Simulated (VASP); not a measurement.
Crystal: Fe.

```
Fe
1.0
    -1.38080    1.38080    1.38080
     1.38080   -1.38080    1.38080
     1.38080    1.38080   -1.38080
Fe
1
Direct
  0.00000 0.00000 0.00000
```

Base run:

* Program: VASP 6.6.1
* Functional: PBE
* Potentials or basis: VASP PAW PBE potentials, release 64 (Fe)
* Cutoff: 600 eV
* k mesh: 16 × 16 × 16
* Occupations: gaussian, width 0.03 eV
* Spin: no spin polarisation

Its results: band gap on the k mesh zero (bands 4 and 5 overlap by 2.03 eV); pressure -1.7 GPa.

Problem. The run is repeated on the same cell with these changes: occupations from gaussian, width 0.03 eV to methfessel-paxton, width 0.6 eV. What comes out?

Solution. Band gap on the k mesh zero (bands 4 and 5 overlap by 2.03 eV); pressure -0.2 GPa.

Caveats: the run has no spin polarisation, though such a crystal can be magnetic; so wide a smearing shifts energies and pressures (at least some runs).
